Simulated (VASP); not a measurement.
# CoSi2 (Fm-3m) in VASP: single point with r2SCAN

Aim: the single point of CoSi2 with r2SCAN.

Program: VASP 6.6.1. These are calculated values, not measurements. Logs are shortened: lines on timing, memory, paths and dates and some standing lists are left out, and cuts for length are marked.

## (1) The cell of the first run

It takes space group Fm-3m (No. 225, cubic). Conventional cell: a = 5.315 Å, b = 5.315 Å, c = 5.315 Å, α = 90.00°, β = 90.00°, γ = 90.00°. Within 3.0 Å of Co (site symmetry m-3m) lie 8 Si at 2.30 Å. Within 3.0 Å of Si (site symmetry -43m) lie 4 Co at 2.30 Å and 6 Si at 2.66 Å.

## (2) Single point, r2SCAN, collinear spin, ferromagnetic start

The input, POSCAR:

```
CoSi2
1.0
    0.0000000000      2.6573711548     -2.6573711548
    0.0000000000      2.6573711548      2.6573711548
    5.3147423096      0.0000000000      0.0000000000
Co Si
2 4
Direct
    0.0000000000      0.0000000000      0.0000000000
    0.5000000000      0.5000000000      0.5000000000
    0.0000000000      0.5000000000      0.2500000000
    0.0000000000      1.5000000000      0.7500000000
    0.5000000000      1.0000000000      0.7500000000
    0.5000000000      2.0000000000      1.2500000000
```

The input, INCAR.step1:

```
PREC = Accurate ; ENCUT = 520
ISMEAR = 0 ; SIGMA = 0.05
LREAL = False ; LASPH = True
NELM = 150 ; ISPIN = 2
MAGMOM = 1.5 1.5 0 0 0 0 ; LMAXMIX = 4
NBANDS = 30 ; GGA = PE
ALGO = Normal ; EDIFF = 1E-4
LWAVE = True ; LCHARG = False
```

The input, INCAR.step2:

```
PREC = Accurate ; ENCUT = 520
EDIFF = 1E-7 ; ISMEAR = 0
SIGMA = 0.05 ; LREAL = False
LASPH = True ; NELM = 150
ALGO = Normal ; ISIF = 2
LWAVE = False ; LCHARG = False
ISPIN = 2 ; MAGMOM = 1.5 1.5 0 0 0 0
LORBIT = 11 ; LMAXMIX = 4
METAGGA = R2SCAN ; LMIXTAU = True
NBANDS = 30 ; ISTART = 1
```

The input, KPOINTS:

```
regular mesh
0
Gamma
  8 8 6
```

Potentials or basis: VASP PAW PBE potentials, release 64 (Co, Si).

Run with:

```sh
> cat potpaw_PBE.64/Co/POTCAR potpaw_PBE.64/Si/POTCAR > POTCAR
> cp INCAR.step1 INCAR
> mpirun -np 1 vasp_std > vasp.out
> cp INCAR.step2 INCAR
> mpirun -np 1 vasp_std > vasp.out
```

OUTCAR:

```text
PREC = Accurate
   ENCUT = 520
   EDIFF = 1E-7
   ISMEAR = 0
   LREAL = False
   LASPH = True
   NELM = 150
   ISIF = 2
   ISPIN = 2
   LORBIT = 11
   METAGGA = R2SCAN
   ISTART = 1

 ion  position               nearest neighbor table
   1  0.000  0.000  0.000-   3 2.30   4 2.30   5 2.30   6 2.30   3 2.30   4 2.30   5 2.30   6 2.30

   2  0.500  0.500  0.500-   3 2.30   4 2.30   5 2.30   6 2.30   5 2.30   6 2.30   3 2.30   4 2.30

   3  0.000  0.500  0.250-   1 2.30   2 2.30   1 2.30   2 2.30   4 2.66   4 2.66   6 2.66   6 2.66
                             6 2.66   6 2.66
   4  0.000  0.500  0.750-   1 2.30   2 2.30   1 2.30   2 2.30   3 2.66   3 2.66   5 2.66   5 2.66
                             5 2.66   5 2.66
   5  0.500  0.000  0.750-   1 2.30   2 2.30   2 2.30   1 2.30   6 2.66   4 2.66   4 2.66   6 2.66
                             4 2.66   4 2.66
   6  0.500  0.000  0.250-   1 2.30   2 2.30   2 2.30   1 2.30   5 2.66   3 2.66   3 2.66   5 2.66
                             3 2.66   3 2.66

  LATTYP: Found a simple tetragonal cell.
 ALAT       =     3.7580903274
 C/A-ratio  =     1.4142135624

  Lattice vectors:

 A1 = (   0.0000000000,   2.6573711548,  -2.6573711548)
 A2 = (   0.0000000000,   2.6573711548,   2.6573711548)
 A3 = (   5.3147423096,   0.0000000000,   0.0000000000)

Analysis of symmetry for initial positions (statically):
=====================================================================
 Subroutine PRICEL returns following result:

  LATTYP: Found a face centered cubic cell.
 ALAT       =     5.3147423096
[... 12 lines left out ...]
 Subroutine GETGRP returns: Found 16 space group operations
 (whereof 16 operations were pure point group operations)
 out of a pool of 16 trial point group operations.

The static configuration has the point symmetry D_4h.

Analysis of symmetry for dynamics (positions and initial velocities):
=====================================================================
 Subroutine PRICEL returns following result:

  LATTYP: Found a face centered cubic cell.
 ALAT       =     5.3147423096
[... 12 lines left out ...]
 Subroutine GETGRP returns: Found 16 space group operations
 (whereof 16 operations were pure point group operations)
 out of a pool of 16 trial point group operations.

The dynamic configuration has the point symmetry D_4h.

Analysis of structural, dynamic, and magnetic symmetry:
=====================================================================
 Subroutine PRICEL returns following result:

  LATTYP: Found a face centered cubic cell.
 ALAT       =     5.3147423096
[... 155 lines left out ...]
   NGX = 13   NGY = 13   NGZ = 19

 number of electron      33.9999993 magnetization       0.0000002

 number of electron      33.9999993 magnetization      -0.0000002

 Free energy of the ion-electron system (eV)
  ---------------------------------------------------
  ext. energy  EPLUGINS =         0.00000000
  ---------------------------------------------------
  free energy    TOTEN  =       -64.02973275 eV

  energy without entropy =      -64.02771084  energy(sigma->0) =      -64.02872179

 E-fermi :  10.2485     XC(G=0): -12.6587

 val. band max:       10.2429540786   @ k =   0.2500   0.1250   0.0000
 cond. band min:      10.2540228831   @ k =   0.3750   0.1250   0.5000
 fundamental gap:      0.0110688045
 Fermi energy:        10.2484917717

 spin component 1

 k-point     1 :       0.0000    0.0000    0.0000
  band No.  band energies     occupation
      1      -3.6597      1.00000
      2       0.7564      1.00000
      3       2.5915      1.00000
      4       3.6069      1.00000
      5       5.9497      1.00000
      6       5.9497      1.00000
[... 757 lines left out ...]
     28      17.8766      0.00000
     29      21.0863      0.00000

 [... further k-points ...]

 spin component 2

 k-point     1 :       0.0000    0.0000    0.0000
  band No.  band energies     occupation
      1      -3.6597      1.00000
      2       0.7564      1.00000
      3       2.5915      1.00000
      4       3.6069      1.00000
      5       5.9497      1.00000
      6       5.9497      1.00000
[... 757 lines left out ...]
     28      17.8766      0.00000
     29      21.0863      0.00000

 [... further k-points ...]

 [bands above 29 left out]

------------------------ aborting loop because EDIFF is reached ----------------------------------------

  FORCE on cell =-STRESS in cart. coord.  units (eV):
  Direction    XX          YY          ZZ          XY          YZ          ZX
  --------------------------------------------------------------------------------------
  -------------------------------------------------------------------------------------
  Total       -0.2058015     -0.0272241     -0.0272241      0.0000000      0.0000000      0.0000000
  in kB       -4.3928112     -0.5810949     -0.5810949      0.0000000      0.0000000      0.0000000
  external PRESSURE =      -1.8516670 kB  Pullay stress =       0.0000000 kB

 VOLUME and BASIS-vectors are now :
 -----------------------------------------------------------------------------
  energy-cutoff  :      520.00
  volume of cell :       75.06
      direct lattice vectors                 reciprocal lattice vectors
     0.000000000  2.657371155 -2.657371155     0.000000000  0.188155877 -0.188155877
     0.000000000  2.657371155  2.657371155     0.000000000  0.188155877  0.188155877
     5.314742310  0.000000000  0.000000000     0.188155877  0.000000000  0.000000000

 POSITION                                       TOTAL-FORCE (eV/Angst)
 -----------------------------------------------------------------------------------
      0.00000      0.00000      0.00000        -0.000000     -0.000000      0.000000
      2.65737      2.65737      0.00000         0.000000      0.000000     -0.000000
      1.32869      1.32869      1.32869        -0.000000     -0.000000      0.000000
      3.98606      1.32869      1.32869        -0.000000     -0.000000      0.000000
      3.98606      1.32869     -1.32869        -0.000000     -0.000000      0.000000
      1.32869      1.32869     -1.32869        -0.000000     -0.000000      0.000000
 -----------------------------------------------------------------------------------
    total drift:                                0.000000      0.000000      0.000000

  FREE ENERGIE OF THE ION-ELECTRON SYSTEM (eV)
  ---------------------------------------------------
  free  energy   TOTEN  =       -64.0297327464 eV

  energy  without entropy=      -64.0277108415  energy(sigma->0) =      -64.02872179

 total charge

# of ion       s       p       d       tot
------------------------------------------
    1        0.575   0.787   7.623   8.984
    2        0.575   0.787   7.623   8.984
    3        0.707   0.903   0.000   1.610
    4        0.707   0.903   0.000   1.610
    5        0.707   0.903   0.000   1.610
    6        0.707   0.903   0.000   1.610
--------------------------------------------------
tot          3.978   5.184  15.245  24.408

 magnetization (x)

# of ion       s       p       d       tot
------------------------------------------
    1       -0.000  -0.000  -0.000  -0.000
    2       -0.000  -0.000  -0.000  -0.000
    3        0.000   0.000   0.000   0.000
    4        0.000   0.000   0.000   0.000
    5        0.000   0.000   0.000   0.000
    6        0.000   0.000   0.000   0.000
--------------------------------------------------
tot          0.000   0.000  -0.000  -0.000
```

OUTCAR.step1:

```text
PREC = Accurate
   ENCUT = 520
   ISMEAR = 0
   LREAL = False
   LASPH = True
[... 1828 lines left out ...]
      1.32869      1.32869      1.32869        -0.000000     -0.000000     -0.000000
      3.98606      1.32869      1.32869        -0.000000     -0.000000     -0.000000
      3.98606      1.32869     -1.32869         0.000000     -0.000000     -0.000000
      1.32869      1.32869     -1.32869        -0.000000     -0.000000     -0.000000
 -----------------------------------------------------------------------------------
    total drift:                                0.000000      0.000000      0.000000

  FREE ENERGIE OF THE ION-ELECTRON SYSTEM (eV)
  ---------------------------------------------------
  free  energy   TOTEN  =       -38.5761528431 eV

  energy  without entropy=      -38.5744020464  energy(sigma->0) =      -38.57527744
```

It took 5.3 min on 1 thread of Intel Xeon 6975P-C (Granite Rapids), shared host; peak memory 0.34 GiB.

Results:

```
Free energy                                           : -64.0297 eV
Pressure                                              : -0.2 GPa
Band gap on the k mesh                                : zero (filled and empty bands overlap)
Net moment                                            : 0.00 μB per cell
Valence electrons inside the program's atomic spheres : Co 8.98; Si 1.61
```

Levels at points of the mesh, in eV from the Fermi level:
Spin up:
```
           k point  band 15  band 16  band 17  band 18  band 19  band 20
(0.00, 0.00, 0.00)    -1.39     1.56     1.97     3.25     3.67     3.67
(0.50, 0.00, 0.00)    -1.03    -1.03     0.33     0.33     2.90     2.90
(0.50, 0.50, 0.00)    -1.96    -1.96    -1.39    -1.39     1.97     1.97
(0.00, 0.00, 0.50)    -0.25    -0.25    -0.21    -0.21     1.88     1.88
(0.50, 0.00, 0.50)    -0.49    -0.49    -0.49    -0.49     3.31     3.31
(0.50, 0.50, 0.50)    -1.52    -1.52    -0.70    -0.70     4.09     4.09
```
Spin down:
```tsv
k point	band 14	band 15	band 16	band 17	band 18	band 19	band 20	band 21
(0.00, 0.00, 0.00)	-1.96	-1.39	1.56	1.97	3.25	3.67	3.67	3.67
(0.50, 0.00, 0.00)	-1.57	-1.03	-1.03	0.33	0.33	2.90	2.90	4.57
(0.50, 0.50, 0.00)	-1.96	-1.96	-1.96	-1.39	-1.39	1.97	1.97	3.25
(0.00, 0.00, 0.50)	-0.25	-0.25	-0.25	-0.21	-0.21	1.88	1.88	3.61
(0.50, 0.00, 0.50)	-1.67	-0.49	-0.49	-0.49	-0.49	3.31	3.31	3.75
(0.50, 0.50, 0.50)	-1.96	-1.52	-1.52	-0.70	-0.70	4.09	4.09	4.09
```

Caveat: the moments typed at the start vanished in this run; the PAW data sets were made with another functional, which shifts forces and pressure a little.
